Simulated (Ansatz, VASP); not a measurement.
Si2Ni: VASP beside Ansatz

```
CELL_PARAMETERS angstrom
0.00000 2.72165 2.72165
2.72165 0.00000 2.72165
2.72165 2.72165 0.00000
ATOMIC_POSITIONS crystal
Si 0.25000 0.25000 0.25000
Si 0.75000 0.75000 0.75000
Ni 0.00000 0.00000 0.00000
```

Alike in both runs: task single point; functional PBE; k mesh 12 × 12 × 12; occupations gaussian, width 0.05 eV; collinear spin.

|  | VASP | Ansatz |
| --- | --- | --- |
| version | VASP 6.6.1 | Ansatz 0.2.0 |
| potentials or method | VASP PAW PBE potentials, release 64 (Si, Ni), cutoff 520 eV | scalar-relativistic, plane waves, PAW |
| valence electrons in the cell | 18 | 26 |

```tsv
	VASP	Ansatz	Ansatz less VASP
pressure (GPa)	0.0	0.0	+0.05
net moment per atom (μB)	0.00	0.00	0.000
```

With one functional, cell and mesh, what is left measures potentials, basis and numerics. VASP's potentials hold 18 valence electrons a cell and Ansatz's 26, so a difference there can come from the potentials and not from the codes. Ansatz's warnings: seeded moment not kept.
